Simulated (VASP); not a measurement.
# IrO (F-43m) in VASP: notebook

IrO is run at these levels: r2SCAN; tasks: single point.

Program: VASP 6.6.1. These are calculated values, not measurements. Logs are shortened: lines on timing, memory, paths and dates and some standing lists are left out, and cuts for length are marked.

## (1) The cell of the first run

Symmetry: F-43m, No. 216, cubic system. Conventional cell: a = 4.730 Å, b = 4.730 Å, c = 4.730 Å, α = 90.00°, β = 90.00°, γ = 90.00°. Within 2.7 Å of Ir (site symmetry -43m) lie 4 O at 2.05 Å. Within 2.7 Å of O (site symmetry -43m) lie 4 Ir at 2.05 Å.

## (2) Single point, r2SCAN

Contents of POSCAR:

```
IrO
1.0
    0.0000000000      2.3648116834      2.3648116834
    2.3648116834      0.0000000000      2.3648116834
    2.3648116834      2.3648116834      0.0000000000
Ir O
1 1
Direct
    0.0000000000      0.0000000000      0.0000000000
    0.2500000000      0.2500000000      0.2500000000
```

Contents of INCAR.step1:

```
ALGO = Normal
EDIFF = 1E-4
ENCUT = 520
GGA = PE
ISMEAR = 0
LASPH = T
LCHARG = F
LREAL = F
LWAVE = T
NBANDS = 14
NELM = 60
PREC = Accurate
SIGMA = 0.1
```

Contents of INCAR.step2:

```
ALGO = Normal
EDIFF = 1E-7
ENCUT = 520
ISIF = 2
ISMEAR = 0
ISTART = 1
LASPH = T
LCHARG = T
LELF = T
LMIXTAU = T
LREAL = F
LVHAR = T
LWAVE = F
METAGGA = R2SCAN
NBANDS = 14
NELM = 60
PREC = Accurate
SIGMA = 0.1
```

Contents of KPOINTS:

```
k-points
0
Gamma
  16 16 16
```

Potentials or basis: VASP PAW PBE potentials, release 64 (Ir, O).

Launch:

```console
> cat potpaw_PBE.64/Ir/POTCAR potpaw_PBE.64/O/POTCAR > POTCAR
> cp INCAR.step1 INCAR
> mpirun -np 1 vasp_std > vasp.out
> cp INCAR.step2 INCAR
> mpirun -np 1 vasp_std > vasp.out
```

OUTCAR:

```text
EDIFF = 1E-7
   ENCUT = 520
   ISIF = 2
   ISMEAR = 0
   ISTART = 1
   LASPH = T
   LREAL = F
   METAGGA = R2SCAN
   NELM = 60
   PREC = Accurate

 ion  position               nearest neighbor table
   1  0.000  0.000  0.000-   2 2.05   2 2.05   2 2.05   2 2.05
   2  0.250  0.250  0.250-   1 2.05   1 2.05   1 2.05   1 2.05

  LATTYP: Found a face centered cubic cell.
 ALAT       =     4.7296233668

  Lattice vectors:

 A1 = (   0.0000000000,   2.3648116834,   2.3648116834)
 A2 = (   2.3648116834,   0.0000000000,   2.3648116834)
 A3 = (   2.3648116834,   2.3648116834,   0.0000000000)

Analysis of symmetry for initial positions (statically):
=====================================================================
 Subroutine PRICEL returns:
 Original cell was already a primitive cell.

 Routine SETGRP: Setting up the symmetry group for a
 face centered cubic supercell.

 Subroutine GETGRP returns: Found 24 space group operations
 (whereof 24 operations were pure point group operations)
 out of a pool of 48 trial point group operations.

The static configuration has the point symmetry T_d .

Analysis of symmetry for dynamics (positions and initial velocities):
=====================================================================
 Subroutine PRICEL returns:
 Original cell was already a primitive cell.

 Routine SETGRP: Setting up the symmetry group for a
 face centered cubic supercell.

 Subroutine GETGRP returns: Found 24 space group operations
 (whereof 24 operations were pure point group operations)
 out of a pool of 48 trial point group operations.

The dynamic configuration has the point symmetry T_d .

 Subroutine INISYM returns: Found 24 space group operations
 (whereof 24 operations are pure point group operations),
 and found     1 'primitive' translations

----------------------------------------------------------------------------------------

                                     Primitive cell

  volume of cell :      26.4496

  direct lattice vectors                    reciprocal lattice vectors
     0.000000000  2.364811683  2.364811683    -0.211433326  0.211433326  0.211433326
     2.364811683  0.000000000  2.364811683     0.211433326 -0.211433326  0.211433326
     2.364811683  2.364811683  0.000000000     0.211433326  0.211433326 -0.211433326

  length of vectors
     3.344348755  3.344348755  3.344348755     0.366213263  0.366213263  0.366213263

  position of ions in fractional coordinates (direct lattice)
     0.000000000  0.000000000  0.000000000
     0.250000000  0.250000000  0.250000000

  ion indices of the primitive-cell ions
   primitive index   ion index
                 1           1
                 2           2

----------------------------------------------------------------------------------------

 KPOINTS: k-points

Automatic generation of k-mesh.
 Grid dimensions read from file:
 generate k-points for:   16   16   16

 Generating k-lattice:

  Cartesian coordinates                     Fractional coordinates (reciprocal lattice)
    -0.013214583  0.013214583  0.013214583     0.062500000  0.000000000  0.000000000
     0.013214583 -0.013214583  0.013214583     0.000000000  0.062500000  0.000000000
     0.013214583  0.013214583 -0.013214583     0.000000000  0.000000000  0.062500000

  Length of vectors
     0.022888329  0.022888329  0.022888329

  Shift w.r.t. Gamma in fractional coordinates (k-lattice)
     0.000000000  0.000000000  0.000000000

 Subroutine IBZKPT returns following result:
 ===========================================

 Found    145 irreducible k-points:

 Following reciprocal coordinates:
            Coordinates               Weight
  0.000000  0.000000  0.000000      1.000000
  0.062500  0.000000  0.000000      8.000000
  0.125000  0.000000  0.000000      8.000000
  0.187500  0.000000  0.000000      8.000000
  0.250000  0.000000  0.000000      8.000000
  0.312500  0.000000  0.000000      8.000000
[... 16 lines left out ...]
 -0.125000  0.062500  0.000000     24.000000
 -0.062500  0.062500  0.000000     12.000000
 [... further k-points ...]
   k-points           NKPTS =    145   k-points in BZ     NKDIM =    145   number of bands    NBANDS=     14
   number of dos      NEDOS =    301   number of ions     NIONS =      2
   total plane-waves  NPLWV =  21952
   dimension x,y,z NGX =    28 NGY =   28 NGZ =   28
   dimension x,y,z NGXF=    56 NGYF=   56 NGZF=   56
   ions per type =               1   1
   NGX,Y,Z   is equivalent  to a cutoff of  13.92, 13.92, 13.92 a.u.
   NGXF,Y,Z  is equivalent  to a cutoff of  27.84, 27.84, 27.84 a.u.
 SYSTEM =  unknown system
   PREC   = accura    normal or accurate (medium, high low for compatibility)
   ISTART =      1    job   : 0-new  1-cont  2-samecut
   ICHARG =      0    charge: 1-file 2-atom 10-const
   ISPIN  =      1    spin polarized calculation?
   LNONCOLLINEAR =      F non collinear calculations
   LSORBIT =      F    spin-orbit coupling
   LASPH  =      T    aspherical Exc in radial PAW
   ENCUT  =  520.0 eV  38.22 Ry    6.18 a.u.   6.22  6.22  6.22*2*pi/ulx,y,z
   NELM   =     60;   NELMIN=  2; NELMDL=  0     # of ELM steps
   EDIFF  = 0.1E-06   stopping-criterion for ELM
   LREAL  =      F    real-space projection
   EDIFFG = 0.1E-05   stopping-criterion for IOM
   NSW    =      0    number of steps for IOM
   IBRION =     -1    ionic relax: 0-MD 1-quasi-New 2-CG
   NFREE  =      0    steps in history (QN), initial steepest desc. (CG)
   ISIF   =      2    stress and relaxation
   ISYM   =      2    0-nonsym 1-usesym 2-fastsym
   POTIM  = 0.5000    time-step for ionic-motion
   TEBEG  =    0.0;   TEEND  =   0.0 temperature during run
   PSTRESS=    0.0 pullay stress
   NELECT =      15.0000    total number of electrons
   NUPDOWN=      -1.0000    fix difference up-down
   EMIN   =  10.00;   EMAX   =-10.00  energy-range for DOS
   EFERMI =   0.00;   METHOD = LEGACY
   ISMEAR =     0;   SIGMA  =   0.10  broadening in eV -4-tet -1-fermi 0-gaus
   EFERMI_NEDOS =   21; number of points for ismear=-14 and -15
   IALGO  =     38    algorithm
   IMIX   =      4    mixing-type and parameters
     AMIX     =   0.40;   BMIX     =  1.00
     AMIX_MAG =   1.60;   BMIX_MAG =  1.00
  volume/ion in A,a.u.               =      13.22        89.25
  Fermi-wavevector in a.u.,A,eV,Ry     =   1.355081  2.560732 24.983635  1.836245
  Thomas-Fermi vector in A             =   2.482199
   LORBIT       =      0    0 simple, 1 ext, 2 COOP (PROOUT), +10 PAW based schemes
   METAGGA = R2SCAN    functional components
   LHFCALC =     F    Hartree Fock is set to
   AEXX    =    0.0000 exact exchange contribution
   IVDW    =     0    specifies the selected vdW correction
   LEPSILON=     F    determine dielectric tensor
   LRPA    =     F    only Hartree local field effects (RPA)
 non-spin polarized calculation
 Gauss-broadening in eV      SIGMA  =   0.10
  energy-cutoff  :      520.00
  volume of cell :       26.45
 maximum number of plane-waves:       728
 NGX is ok and might be reduce to    28
   NGX = 13   NGY = 13   NGZ = 13

 number of electron      15.0000000 magnetization

 Free energy of the ion-electron system (eV)
  ---------------------------------------------------
  ext. energy  EPLUGINS =         0.00000000
  ---------------------------------------------------
  free energy    TOTEN  =       -56.96974809 eV

  energy without entropy =      -56.96064378  energy(sigma->0) =      -56.96519593

 E-fermi :   6.6544     XC(G=0): -12.7445

 val. band max:        6.6379918146   @ k =   0.2500   0.1875   0.0000
 cond. band min:       6.6546605244   @ k =   0.4375   0.3125   0.0000
 fundamental gap:      0.0166687098
 Fermi energy:         6.6544164696

 k-point     1 :       0.0000    0.0000    0.0000
  band No.  band energies     occupation
      1     -16.3414      2.00000
      2      -2.0583      2.00000
      3      -2.0583      2.00000
      4      -2.0583      2.00000
      5       4.0483      2.00000
      6       4.0483      2.00000
      7       4.1024      2.00000
      8       8.3791      0.00000
      9       8.3791      0.00000
     10       8.3791      0.00000
     11      20.4240      0.00000
     12      20.4240      0.00000
     13      20.4240      0.00000
     14      23.9080      0.00000

 k-point     2 :       0.0625    0.0000    0.0000
  band No.  band energies     occupation
      1     -16.3222      2.00000
      2      -2.1030      2.00000
      3      -2.0348      2.00000
      4      -2.0348      2.00000
      5       4.0291      2.00000
      6       4.0291      2.00000
      7       4.2896      2.00000
      8       8.2745      0.00000
      9       8.3722      0.00000
     10       8.3722      0.00000
     11      19.7601      0.00000
     12      20.4881      0.00000
     13      20.4881      0.00000
     14      24.1546      0.00000

 k-point     3 :       0.1250    0.0000    0.0000
  band No.  band energies     occupation
      1     -16.2678      2.00000
      2      -2.2044      2.00000
      3      -1.9690      2.00000
      4      -1.9690      2.00000
      5       3.9863      2.00000
      6       3.9863      2.00000
      7       4.7988      2.00000
      8       7.9859      0.00000
      9       8.3375      0.00000
     10       8.3375      0.00000
     11      18.3841      0.00000
     12      20.6668      0.00000
     13      20.6668      0.00000
     14      24.2902      0.00000
[... 324 lines left out ...]
 k-point    23 :      -0.1250    0.0625    0.0000
  band No.  band energies     occupation
      1     -16.2284      2.00000
      2      -2.2731      2.00000
      3      -1.9379      2.00000
      4      -1.8889      2.00000
      5       3.8603      2.00000
      6       4.0620      2.00000
      7       5.1572      2.00000
      8       7.7930      0.00000
      9       8.2061      0.00000
     10       8.3783      0.00000
     11      17.8965      0.00000
     12      19.9240      0.00000
     13      21.2428      0.00000
     14      24.4262      0.00000

 k-point    24 :      -0.0625    0.0625    0.0000
  band No.  band energies     occupation
      1     -16.2912      2.00000
      2      -2.1755      2.00000
      3      -2.0071      2.00000
      4      -1.9766      2.00000
      5       3.9467      2.00000
      6       4.0561      2.00000
      7       4.5851      2.00000
      8       8.1336      0.00000
      9       8.2879      0.00000
     10       8.3961      0.00000
     11      19.1306      0.00000
     12      20.0995      0.00000
     13      20.8211      0.00000
     14      24.3393      0.00000

 [... further k-points ...]
[... 5 lines left out ...]
  --------------------------------------------------------------------------------------
  -------------------------------------------------------------------------------------
  Total        0.3631475      0.3631475      0.3631475     -0.0000000      0.0000000     -0.0000000
  in kB       21.9975308     21.9975308     21.9975308     -0.0000000      0.0000000     -0.0000000
  external PRESSURE =      21.9975308 kB  Pullay stress =       0.0000000 kB

 VOLUME and BASIS-vectors are now :
 -----------------------------------------------------------------------------
  energy-cutoff  :      520.00
  volume of cell :       26.45
      direct lattice vectors                 reciprocal lattice vectors
     0.000000000  2.364811683  2.364811683    -0.211433326  0.211433326  0.211433326
     2.364811683  0.000000000  2.364811683     0.211433326 -0.211433326  0.211433326
     2.364811683  2.364811683  0.000000000     0.211433326  0.211433326 -0.211433326

 POSITION                                       TOTAL-FORCE (eV/Angst)
 -----------------------------------------------------------------------------------
      0.00000      0.00000      0.00000        -0.000000     -0.000000      0.000000
      1.18241      1.18241      1.18241         0.000000      0.000000     -0.000000
 -----------------------------------------------------------------------------------
    total drift:                               -0.000001     -0.000001     -0.000001

  FREE ENERGIE OF THE ION-ELECTRON SYSTEM (eV)
  ---------------------------------------------------
  free  energy   TOTEN  =       -56.9697480885 eV

  energy  without entropy=      -56.9606437774  energy(sigma->0) =      -56.96519593
```

Run time: 1.8 min. Hardware: 1 thread of Intel Xeon 6975P-C (Granite Rapids), shared host; peak memory 0.21 GiB.

What came out:

```yaml
Free_energy: -56.9697 eV
Pressure: 2.2 GPa
```

Caveat: the PAW data sets were made with another functional, which shifts forces and pressure a little; spin-orbit coupling is left out, which moves the levels of the heavy elements; an odd number of electrons without spin polarisation forces a metal; a magnetic or distorted state may lie lower.

## (3) Single point, r2SCAN

POSCAR is that of step 2.

Contents of INCAR.step1:

```
SYSTEM = IrO
ALGO = Normal
EDIFF = 1E-4
ENCUT = 520
GGA = PE
ISMEAR = 0
LASPH = .True.
LCHARG = .False.
LREAL = .False.
LWAVE = .True.
NBANDS = 14
NELM = 100
PREC = Accurate
SIGMA = 0.1
```

Contents of INCAR.step2:

```
SYSTEM = IrO
ALGO = Normal
EDIFF = 1E-7
ENCUT = 520
ISIF = 2
ISMEAR = 0
ISTART = 1
LASPH = .True.
LCHARG = .False.
LMIXTAU = .True.
LREAL = .False.
LWAVE = .False.
METAGGA = R2SCAN
NBANDS = 14
NELM = 100
PREC = Accurate
SIGMA = 0.1
```

Contents of KPOINTS:

```
k-points
0
Gamma
  16 16 16
  0 0 0
```

Potentials or basis: VASP PAW PBE potentials, release 64 (Ir, O).

Launch:

```console
> cat potpaw_PBE.64/Ir/POTCAR potpaw_PBE.64/O/POTCAR > POTCAR
> cp INCAR.step1 INCAR
> mpirun -np 1 vasp_std > vasp.out
> cp INCAR.step2 INCAR
> mpirun -np 1 vasp_std > vasp.out
```

OUTCAR:

```text
SYSTEM = IrO
   EDIFF = 1E-7
   ENCUT = 520
   ISIF = 2
   ISMEAR = 0
   ISTART = 1
   LASPH = .True.
   LREAL = .False.
   METAGGA = R2SCAN
   NELM = 100
   PREC = Accurate

 ion  position               nearest neighbor table
   1  0.000  0.000  0.000-   2 2.05   2 2.05   2 2.05   2 2.05
   2  0.250  0.250  0.250-   1 2.05   1 2.05   1 2.05   1 2.05

  LATTYP: Found a face centered cubic cell.
 ALAT       =     4.7296233668

  Lattice vectors:

 A1 = (   0.0000000000,   2.3648116834,   2.3648116834)
 A2 = (   2.3648116834,   0.0000000000,   2.3648116834)
 A3 = (   2.3648116834,   2.3648116834,   0.0000000000)
[... 586 lines left out ...]
     11      19.1306      0.00000
     12      20.0995      0.00000
     13      20.8211      0.00000
     14      24.3393      0.00000

 [... further k-points ...]
[... 5 lines left out ...]
  --------------------------------------------------------------------------------------
  -------------------------------------------------------------------------------------
  Total        0.3631475      0.3631475      0.3631475     -0.0000000      0.0000000     -0.0000000
  in kB       21.9975308     21.9975308     21.9975308     -0.0000000      0.0000000     -0.0000000
  external PRESSURE =      21.9975308 kB  Pullay stress =       0.0000000 kB

 VOLUME and BASIS-vectors are now :
 -----------------------------------------------------------------------------
  energy-cutoff  :      520.00
  volume of cell :       26.45
      direct lattice vectors                 reciprocal lattice vectors
     0.000000000  2.364811683  2.364811683    -0.211433326  0.211433326  0.211433326
     2.364811683  0.000000000  2.364811683     0.211433326 -0.211433326  0.211433326
     2.364811683  2.364811683  0.000000000     0.211433326  0.211433326 -0.211433326

 POSITION                                       TOTAL-FORCE (eV/Angst)
 -----------------------------------------------------------------------------------
      0.00000      0.00000      0.00000        -0.000000     -0.000000      0.000000
      1.18241      1.18241      1.18241         0.000000      0.000000     -0.000000
 -----------------------------------------------------------------------------------
    total drift:                               -0.000001     -0.000001     -0.000001

  FREE ENERGIE OF THE ION-ELECTRON SYSTEM (eV)
  ---------------------------------------------------
  free  energy   TOTEN  =       -56.9697480885 eV

  energy  without entropy=      -56.9606437774  energy(sigma->0) =      -56.96519593
```

OUTCAR.step1:

```text
SYSTEM = IrO
   EDIFF = 1E-4
   ENCUT = 520
   GGA = PE
   ISMEAR = 0
   LASPH = .True.
   LREAL = .False.
[... 629 lines left out ...]
      0.00000      0.00000      0.00000         0.000000     -0.000000      0.000000
      1.18241      1.18241      1.18241        -0.000000      0.000000     -0.000000
 -----------------------------------------------------------------------------------
    total drift:                                0.000000      0.000000      0.000000

  FREE ENERGIE OF THE ION-ELECTRON SYSTEM (eV)
  ---------------------------------------------------
  free  energy   TOTEN  =       -12.4411299472 eV

  energy  without entropy=      -12.4315458183  energy(sigma->0) =      -12.43633788
```

OSZICAR.step1:

```text
N       E                     dE             d eps       ncg     rms          rms(c)
DAV:   1     0.105279368278E+03    0.10528E+03   -0.70751E+03  4068   0.991E+02
DAV:   2    -0.876865616788E+01   -0.11405E+03   -0.99954E+02  4222   0.271E+02
DAV:   3    -0.137562818238E+02   -0.49876E+01   -0.48712E+01  5020   0.632E+01
DAV:   4    -0.138046100113E+02   -0.48328E-01   -0.48305E-01  4402   0.640E+00
DAV:   5    -0.138054024910E+02   -0.79248E-03   -0.79247E-03  4990   0.848E-01    0.209E+01
DAV:   6    -0.128317464518E+02    0.97366E+00   -0.67424E+00  5648   0.308E+01    0.138E+01
DAV:   7    -0.124564502546E+02    0.37530E+00   -0.13065E+00  5794   0.147E+01    0.877E+00
DAV:   8    -0.124435696276E+02    0.12881E-01   -0.16204E-01  4576   0.408E+00    0.394E-01
DAV:   9    -0.124417078289E+02    0.18618E-02   -0.40148E-03  4780   0.713E-01    0.184E-01
DAV:  10    -0.124411333898E+02    0.57444E-03   -0.14820E-03  4948   0.440E-01    0.482E-02
DAV:  11    -0.124411299472E+02    0.34426E-05   -0.58862E-05  2090   0.687E-02
   1 F= -.12441130E+02 E0= -.12436338E+02  d E =-.958413E-02
```

Wall time 99 s (1 thread of Intel Xeon 6975P-C (Granite Rapids), shared host); peak memory 0.21 GiB.

Results:

| Item | Value |
| --- | --- |
| Free energy | -56.9697 eV |
| Pressure | 2.2 GPa |

Levels at points of the mesh, in eV from the Fermi level:
```csv
k point,band 4,band 5,band 6,band 7,band 8,band 9,band 10,band 11
"(0.00, 0.00, 0.00)",-8.71,-2.61,-2.61,-2.55,1.72,1.72,1.72,13.77
"(0.50, 0.00, 0.00)",-8.20,-2.31,-2.21,-2.21,0.48,0.48,3.51,6.05
"(0.50, 0.50, 0.00)",-7.19,-3.64,-1.97,-1.72,-0.51,-0.51,6.48,7.50
```

Caveat: the PAW data sets were made with another functional, which shifts forces and pressure a little; spin-orbit coupling is left out, which moves the levels of the heavy elements; an odd number of electrons without spin polarisation forces a metal; a magnetic or distorted state may lie lower.
